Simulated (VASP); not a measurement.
# Te2Mo (Fm-3m) in VASP: a series of runs

Runs on Te2Mo. Level: PBEsol. Tasks: single point.

Everything below comes from runs of VASP 6.6.1. Logs are shortened: lines on timing, memory, paths and dates and some standing lists are left out, and cuts for length are marked.

### Step 1. The cell of the first run

The structure is cubic, space group Fm-3m (No. 225). The conventional cell has a = 6.630 Å, b = 6.630 Å, c = 6.630 Å, α = 90.00°, β = 90.00°, γ = 90.00°. Within 3.8 Å of Mo (site symmetry m-3m) lie 8 Te at 2.87 Å. Te (site symmetry -43m) has 4 Mo at 2.87 Å and 6 Te at 3.31 Å within 3.8 Å.

### Step 2. Single point, PBEsol

INCAR

```
SYSTEM = Te2Mo
ALGO = Normal
EDIFF = 1E-7
ENCUT = 520
GGA = PS
ISIF = 2
ISMEAR = -1
LASPH = .TRUE.
LCHARG = .FALSE.
LREAL = .FALSE.
LWAVE = .FALSE.
NBANDS = 20
NELM = 60
PREC = Accurate
SIGMA = 0.02
```

KPOINTS

```
k-points
0
G
  4 4 4
  0 0 0
```

POSCAR

```
Te2Mo
1.0
    0.0000000000      3.3148317929      3.3148317929
    3.3148317929      0.0000000000      3.3148317929
    3.3148317929      3.3148317929      0.0000000000
Mo Te
1 2
Direct
    0.0000000000      0.0000000000      0.0000000000
    0.2500000000      0.2500000000      0.2500000000
    0.7500000000      0.7500000000      0.7500000000
```

Potentials or basis: VASP PAW PBE potentials, release 64 (Mo_sv, Te).

Started as:

```console
$ cat potpaw_PBE.64/Mo_sv/POTCAR potpaw_PBE.64/Te/POTCAR > POTCAR
$ mpirun -np 1 vasp_std > vasp.out
```

OUTCAR:

```text
SYSTEM = Te2Mo
   EDIFF = 1E-7
   ENCUT = 520
   GGA = PS
   ISIF = 2
   ISMEAR = -1
   LASPH = .TRUE.
   LREAL = .FALSE.
   NELM = 60
   PREC = Accurate

 ion  position               nearest neighbor table
   1  0.000  0.000  0.000-   2 2.87   3 2.87   3 2.87   3 2.87   3 2.87   2 2.87   2 2.87   2 2.87

   2  0.250  0.250  0.250-   1 2.87   1 2.87   1 2.87   1 2.87   3 3.31   3 3.31   3 3.31   3 3.31
                             3 3.31   3 3.31
   3  0.750  0.750  0.750-   1 2.87   1 2.87   1 2.87   1 2.87   2 3.31   2 3.31   2 3.31   2 3.31
                             2 3.31   2 3.31

  LATTYP: Found a face centered cubic cell.
 ALAT       =     6.6296635858

  Lattice vectors:

 A1 = (   0.0000000000,   3.3148317929,   3.3148317929)
 A2 = (   3.3148317929,   0.0000000000,   3.3148317929)
 A3 = (   3.3148317929,   3.3148317929,   0.0000000000)

Analysis of symmetry for initial positions (statically):
=====================================================================
 Subroutine PRICEL returns:
 Original cell was already a primitive cell.

 Routine SETGRP: Setting up the symmetry group for a
 face centered cubic supercell.

 Subroutine GETGRP returns: Found 48 space group operations
 (whereof 48 operations were pure point group operations)
 out of a pool of 48 trial point group operations.

The static configuration has the point symmetry O_h .

Analysis of symmetry for dynamics (positions and initial velocities):
=====================================================================
 Subroutine PRICEL returns:
 Original cell was already a primitive cell.

 Routine SETGRP: Setting up the symmetry group for a
 face centered cubic supercell.

 Subroutine GETGRP returns: Found 48 space group operations
 (whereof 48 operations were pure point group operations)
 out of a pool of 48 trial point group operations.

The dynamic configuration has the point symmetry O_h .

 Subroutine INISYM returns: Found 48 space group operations
 (whereof 48 operations are pure point group operations),
 and found     1 'primitive' translations

----------------------------------------------------------------------------------------

                                     Primitive cell

  volume of cell :      72.8475

  direct lattice vectors                    reciprocal lattice vectors
     0.000000000  3.314831793  3.314831793    -0.150837216  0.150837216  0.150837216
     3.314831793  0.000000000  3.314831793     0.150837216 -0.150837216  0.150837216
     3.314831793  3.314831793  0.000000000     0.150837216  0.150837216 -0.150837216

  length of vectors
     4.687880079  4.687880079  4.687880079     0.261257722  0.261257722  0.261257722

  position of ions in fractional coordinates (direct lattice)
     0.000000000  0.000000000  0.000000000
     0.250000000  0.250000000  0.250000000
     0.750000000  0.750000000  0.750000000

  ion indices of the primitive-cell ions
   primitive index   ion index
                 1           1
                 2           2
                 3           3

----------------------------------------------------------------------------------------

 KPOINTS: k-points

Automatic generation of k-mesh.
 Grid dimensions read from file:
 generate k-points for:    4    4    4

 Generating k-lattice:

  Cartesian coordinates                     Fractional coordinates (reciprocal lattice)
    -0.037709304  0.037709304  0.037709304     0.250000000  0.000000000  0.000000000
     0.037709304 -0.037709304  0.037709304     0.000000000  0.250000000  0.000000000
     0.037709304  0.037709304 -0.037709304     0.000000000  0.000000000  0.250000000

  Length of vectors
     0.065314431  0.065314431  0.065314431

  Shift w.r.t. Gamma in fractional coordinates (k-lattice)
     0.000000000  0.000000000  0.000000000

 Subroutine IBZKPT returns following result:
 ===========================================

 Found      8 irreducible k-points:

 Following reciprocal coordinates:
            Coordinates               Weight
  0.000000  0.000000  0.000000      1.000000
  0.250000  0.000000  0.000000      8.000000
  0.500000  0.000000  0.000000      4.000000
  0.250000  0.250000  0.000000      6.000000
  0.500000  0.250000  0.000000     24.000000
 -0.250000  0.250000  0.000000     12.000000
  0.500000  0.500000  0.000000      3.000000
 -0.250000  0.500000  0.250000      6.000000
   k-points           NKPTS =      8   k-points in BZ     NKDIM =      8   number of bands    NBANDS=     20
   number of dos      NEDOS =    301   number of ions     NIONS =      3
   total plane-waves  NPLWV =  46656
   dimension x,y,z NGX =    36 NGY =   36 NGZ =   36
   dimension x,y,z NGXF=    72 NGYF=   72 NGZF=   72
   ions per type =               1   2
   NGX,Y,Z   is equivalent  to a cutoff of  12.77, 12.77, 12.77 a.u.
   NGXF,Y,Z  is equivalent  to a cutoff of  25.53, 25.53, 25.53 a.u.
 SYSTEM =  Te2Mo
   PREC   = accura    normal or accurate (medium, high low for compatibility)
   ISTART =      0    job   : 0-new  1-cont  2-samecut
   ICHARG =      2    charge: 1-file 2-atom 10-const
   ISPIN  =      1    spin polarized calculation?
   LNONCOLLINEAR =      F non collinear calculations
   LSORBIT =      F    spin-orbit coupling
   LASPH  =      T    aspherical Exc in radial PAW
   ENCUT  =  520.0 eV  38.22 Ry    6.18 a.u.   8.72  8.72  8.72*2*pi/ulx,y,z
   NELM   =     60;   NELMIN=  2; NELMDL= -5     # of ELM steps
   EDIFF  = 0.1E-06   stopping-criterion for ELM
   LREAL  =      F    real-space projection
   EDIFFG = 0.1E-05   stopping-criterion for IOM
   NSW    =      0    number of steps for IOM
   IBRION =     -1    ionic relax: 0-MD 1-quasi-New 2-CG
   NFREE  =      0    steps in history (QN), initial steepest desc. (CG)
   ISIF   =      2    stress and relaxation
   ISYM   =      2    0-nonsym 1-usesym 2-fastsym
   POTIM  = 0.5000    time-step for ionic-motion
   TEBEG  =    0.0;   TEEND  =   0.0 temperature during run
   PSTRESS=    0.0 pullay stress
   NELECT =      26.0000    total number of electrons
   NUPDOWN=      -1.0000    fix difference up-down
   EMIN   =  10.00;   EMAX   =-10.00  energy-range for DOS
   EFERMI =   0.00;   METHOD = LEGACY
   ISMEAR =    -1;   SIGMA  =   0.02  broadening in eV -4-tet -1-fermi 0-gaus
   EFERMI_NEDOS =   21; number of points for ismear=-14 and -15
   IALGO  =     38    algorithm
   IMIX   =      4    mixing-type and parameters
     AMIX     =   0.40;   BMIX     =  1.00
     AMIX_MAG =   1.60;   BMIX_MAG =  1.00
  volume/ion in A,a.u.               =      24.28       163.87
  Fermi-wavevector in a.u.,A,eV,Ry     =   1.161256  2.194455 18.347652  1.348514
  Thomas-Fermi vector in A             =   2.297829
   LORBIT       =      0    0 simple, 1 ext, 2 COOP (PROOUT), +10 PAW based schemes
   GGA     = PS    functional components
   LHFCALC =     F    Hartree Fock is set to
   AEXX    =    0.0000 exact exchange contribution
   IVDW    =     0    specifies the selected vdW correction
   LEPSILON=     F    determine dielectric tensor
   LRPA    =     F    only Hartree local field effects (RPA)
 non-spin polarized calculation
  energy-cutoff  :      520.00
  volume of cell :       72.85
 maximum number of plane-waves:      1964
 NGX is ok and might be reduce to    36
   NGX = 17   NGY = 17   NGZ = 17

 number of electron      26.0000001 magnetization

 Free energy of the ion-electron system (eV)
  ---------------------------------------------------
  ext. energy  EPLUGINS =         0.00000000
  ---------------------------------------------------
  free energy    TOTEN  =       -18.17479394 eV

  energy without entropy =      -18.16613892  energy(sigma->0) =      -18.17046643

 E-fermi :   8.6239     XC(G=0): -10.7444

 val. band max:        8.5227652433   @ k =   0.5000   0.5000   0.0000
 cond. band min:       8.6456955168   @ k =   0.5000   0.2500   0.0000
 fundamental gap:      0.1229302735
 Fermi energy:         8.6239243641

 k-point     1 :       0.0000    0.0000    0.0000
  band No.  band energies     occupation
      1     -51.7808      2.00000
      2     -25.9263      2.00000
      3     -25.9263      2.00000
      4     -25.9263      2.00000
      5      -4.9898      2.00000
      6      -0.3485      2.00000
[... 12 lines left out ...]
     19      12.1445      0.00000
     20      12.1445      0.00000

 k-point     2 :       0.2500    0.0000    0.0000
  band No.  band energies     occupation
      1     -51.7806      2.00000
      2     -25.9320      2.00000
      3     -25.9271      2.00000
      4     -25.9271      2.00000
      5      -4.4569      2.00000
      6      -1.4539      2.00000
[... 12 lines left out ...]
     19      13.9595      0.00000
     20      13.9595      0.00000

 k-point     3 :       0.5000    0.0000    0.0000
  band No.  band energies     occupation
      1     -51.7805      2.00000
      2     -25.9377      2.00000
      3     -25.9280      2.00000
      4     -25.9280      2.00000
      5      -3.2752      2.00000
      6      -2.9223      2.00000
[... 12 lines left out ...]
     19      15.7840      0.00000
     20      15.8788      0.00000

 k-point     4 :       0.2500    0.2500    0.0000
  band No.  band energies     occupation
      1     -51.7806      2.00000
      2     -25.9323      2.00000
      3     -25.9283      2.00000
      4     -25.9283      2.00000
      5      -4.2967      2.00000
      6      -1.5109      2.00000
[... 12 lines left out ...]
     19      15.4031      0.00000
     20      15.6938      0.00000

 k-point     5 :       0.5000    0.2500    0.0000
  band No.  band energies     occupation
      1     -51.7804      2.00000
      2     -25.9361      2.00000
      3     -25.9310      2.00000
      4     -25.9291      2.00000
      5      -3.3548      2.00000
      6      -2.4819      2.00000
[... 12 lines left out ...]
     19      15.8613      0.00000
     20      16.8518      0.00000

 k-point     6 :      -0.2500    0.2500    0.0000
  band No.  band energies     occupation
      1     -51.7805      2.00000
      2     -25.9345      2.00000
      3     -25.9312      2.00000
      4     -25.9280      2.00000
      5      -3.6877      2.00000
      6      -2.2751      2.00000
[... 12 lines left out ...]
     19      14.9179      0.00000
     20      15.3101      0.00000

 k-point     7 :       0.5000    0.5000    0.0000
  band No.  band energies     occupation
      1     -51.7804      2.00000
      2     -25.9382      2.00000
      3     -25.9303      2.00000
      4     -25.9303      2.00000
      5      -3.2616      2.00000
      6      -2.2142      2.00000
[... 12 lines left out ...]
     19      15.1216      0.00000
     20      16.2195      0.00000

 k-point     8 :      -0.2500    0.5000    0.2500
  band No.  band energies     occupation
      1     -51.7804      2.00000
      2     -25.9342      2.00000
      3     -25.9342      2.00000
      4     -25.9303      2.00000
      5      -2.8133      2.00000
      6      -2.8133      2.00000
[... 12 lines left out ...]
     19      13.7888      0.00000
     20      16.4476      0.00000

------------------------ aborting loop because EDIFF is reached ----------------------------------------

  FORCE on cell =-STRESS in cart. coord.  units (eV):
  Direction    XX          YY          ZZ          XY          YZ          ZX
  --------------------------------------------------------------------------------------
  -------------------------------------------------------------------------------------
  Total       -0.9902081     -0.9902081     -0.9902081     -0.0000000     -0.0000000      0.0000000
  in kB      -21.7782307    -21.7782307    -21.7782307     -0.0000000     -0.0000000      0.0000000
  external PRESSURE =     -21.7782307 kB  Pullay stress =       0.0000000 kB

 VOLUME and BASIS-vectors are now :
 -----------------------------------------------------------------------------
  energy-cutoff  :      520.00
  volume of cell :       72.85
      direct lattice vectors                 reciprocal lattice vectors
     0.000000000  3.314831793  3.314831793    -0.150837216  0.150837216  0.150837216
     3.314831793  0.000000000  3.314831793     0.150837216 -0.150837216  0.150837216
     3.314831793  3.314831793  0.000000000     0.150837216  0.150837216 -0.150837216

 POSITION                                       TOTAL-FORCE (eV/Angst)
 -----------------------------------------------------------------------------------
      0.00000      0.00000      0.00000        -0.000000      0.000000     -0.000000
      1.65742      1.65742      1.65742         0.000000      0.000000      0.000000
      4.97225      4.97225      4.97225        -0.000000     -0.000000     -0.000000
 -----------------------------------------------------------------------------------
    total drift:                               -0.000000      0.000000      0.000000

  FREE ENERGIE OF THE ION-ELECTRON SYSTEM (eV)
  ---------------------------------------------------
  free  energy   TOTEN  =       -18.1747939364 eV

  energy  without entropy=      -18.1661389238  energy(sigma->0) =      -18.17046643
```

Run time: 31 s. Hardware: 1 thread of AMD EPYC, shared host; peak memory 0.17 GiB.

Results:

* Free energy: -18.1748 eV
* Pressure: -2.2 GPa
* Band gap on the k mesh: zero (bands 13 and 14 overlap by 0.74 eV)

Caveat: the k points lie up to 0.41 Å⁻¹ apart, too coarse for converged energies and pressures of a metal; the structure was generated, so it needn't be the stable form of Te2Mo; the PAW data sets were made with another functional, which shifts forces and pressure a little; spin-orbit coupling is left out, which moves the levels of the heavy elements.

### Step 3. Single point, PBEsol

INCAR

```
  PREC = Accurate
  ENCUT = 520
  EDIFF = 1E-6
  ISMEAR = -1
  SIGMA = 0.02
  LREAL = False
  LASPH = True
  NELM = 60
  ALGO = Normal
  ISIF = 2
  LWAVE = False
  LCHARG = False
  GGA = PS
  NBANDS = 20
```

KPOINTS

```
regular mesh
0
Gamma
  4 4 4
```

POSCAR is that of step 2.

Potentials or basis: VASP PAW PBE potentials, release 64 (Mo_sv, Te).

Started as:

```console
$ cat potpaw_PBE.64/Mo_sv/POTCAR potpaw_PBE.64/Te/POTCAR > POTCAR
$ mpirun -np 1 vasp_std > vasp.out
```

Run time: 29 s. Hardware: 1 thread of AMD EPYC, shared host; peak memory 0.17 GiB.

The run converged. Its results:

```
Free energy            : -18.1748 eV
Pressure               : -2.2 GPa
Band gap on the k mesh : zero (bands 13 and 14 overlap by 0.74 eV)
```

Levels at points of the mesh, in eV from the Fermi level:
```csv
k point,band 11,band 12,band 13,band 14,band 15,band 16
"(0.00, 0.00, 0.00)",-0.67,0.30,0.30,0.30,3.32,3.32
"(0.50, 0.00, 0.00)",-2.43,-2.23,-0.40,-0.40,1.35,3.30
"(0.50, 0.50, 0.00)",-1.66,-0.81,-0.10,1.34,2.49,3.87
```

Caveat: the k points lie up to 0.41 Å⁻¹ apart, too coarse for converged energies and pressures of a metal; the structure was generated, so it needn't be the stable form of Te2Mo; the PAW data sets were made with another functional, which shifts forces and pressure a little; spin-orbit coupling is left out, which moves the levels of the heavy elements.

### Step 4. Single point, PBEsol

INCAR

```
SYSTEM = Te2Mo
  PREC = Accurate
  ENCUT = 520
  EDIFF = 1E-7
  ISMEAR = -1
  SIGMA = 0.2
  LREAL = .False.
  LASPH = .True.
  NELM = 100
  ALGO = Normal
  ISIF = 2
  LWAVE = .False.
  LCHARG = .False.
  GGA = PS
  NBANDS = 20
```

KPOINTS

```
regular mesh
0
Gamma
  4 4 4
  0 0 0
```

POSCAR is that of step 3.

Started as:

```console
$ cat potpaw_PBE.64/Mo_sv/POTCAR potpaw_PBE.64/Te/POTCAR > POTCAR
$ mpirun -np 1 vasp_std > vasp.out
```

Run time: 36 s. Hardware: 1 thread of AMD EPYC, shared host; peak memory 0.17 GiB.

Results (log left out):

| Quantity | Value |
| --- | --- |
| Free energy | -18.4411 eV |
| Pressure | -1.4 GPa |
| Band gap on the k mesh | zero (bands 13 and 14 overlap by 0.74 eV) |

Levels at points of the mesh, in eV from the Fermi level:
```tsv
k point	band 11	band 12	band 13	band 14	band 15	band 16
(0.00, 0.00, 0.00)	-0.75	0.24	0.24	0.24	3.24	3.24
(0.50, 0.00, 0.00)	-2.49	-2.29	-0.48	-0.48	1.27	3.22
(0.50, 0.50, 0.00)	-1.73	-0.88	-0.18	1.25	2.44	3.80
```

Caveat: the k points lie up to 0.41 Å⁻¹ apart, too coarse for converged energies and pressures of a metal; the structure was generated, so it needn't be the stable form of Te2Mo; the PAW data sets were made with another functional, which shifts forces and pressure a little; spin-orbit coupling is left out, which moves the levels of the heavy elements.

The gap in the log of VASP goes by the Fermi energy; the results here count the filled bands.